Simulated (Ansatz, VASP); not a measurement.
Two plane-wave programs on Zn2B

Contents of INCAR:

```
SYSTEM = Zn2B
PREC = Accurate
ENCUT = 520
EDIFF = 1E-6
ISMEAR = 0
SIGMA = 0.2
LREAL = .False.
LASPH = .True.
NELM = 60
ALGO = Fast
ISIF = 2
LWAVE = .False.
LCHARG = .False.
GGA = PE
NBANDS = 36
```

File KPOINTS:

```
Automatic mesh
0
Gamma
  6 6 6
  0 0 0
```

File POSCAR:

```
Zn2B
1.0
    0.0000000000      2.6457139487      2.6457139487
    2.6457139487      2.6457139487      0.0000000000
   -2.6457139487      5.2914278974     -2.6457139487
Zn B
4 2
Direct
    0.3750000000      0.3750000000      0.8750000000
    0.8750000000      0.8750000000      0.3750000000
    0.1250000000      0.1250000000      0.6250000000
    0.6250000000      0.6250000000      0.1250000000
    0.0000000000      0.0000000000      1.0000000000
    0.5000000000      0.5000000000      0.5000000000
```

Input for Ansatz:

```yaml
crystal:
  lattice:
    - [0.0, 2.6457139487, 2.6457139487]
    - [2.6457139487, 2.6457139487, 0.0]
    - [-2.6457139487, 5.2914278974, -2.6457139487]
  atoms:
    - { symbol: Zn, position: [0.375, 0.375, 0.875] }
    - { symbol: Zn, position: [0.875, 0.875, 0.375] }
    - { symbol: Zn, position: [0.125, 0.125, 0.625] }
    - { symbol: Zn, position: [0.625, 0.625, 0.125] }
    - { symbol: B, position: [0.0, 0.0, 1.0] }
    - { symbol: B, position: [0.5, 0.5, 0.5] }
basis:
  ecutwfc: 420
kpoints:
  mp_grid: { grid: [6, 6, 6] }
hamiltonian:
  xc: pbe
scf:
  occupations: { method: gaussian, width: 0.2 }
  lower_state_search: "off"
output:
  forces: true
  stress: true
  eigenvalues: true
```

Alike in both runs: task single point; functional PBE; k mesh 6 × 6 × 6; occupations gaussian, width 0.2 eV; no spin polarisation.

```csv
,VASP,Ansatz
version,VASP 6.6.1,Ansatz 0.2.0
potentials or method,"VASP PAW PBE potentials, release 64 (Zn, B), cutoff 520 eV","scalar-relativistic, plane waves, PAW"
valence electrons in the cell,54,54
```

```csv
,VASP,Ansatz,Ansatz less VASP
gap on the k mesh at the Fermi level (eV),none,none,-
pressure (GPa),0.5,0.1,-0.45
```

A gap of «none» marks a metal or a gap that the smearing closes. With one functional, cell and mesh, what is left measures potentials, basis and numerics.
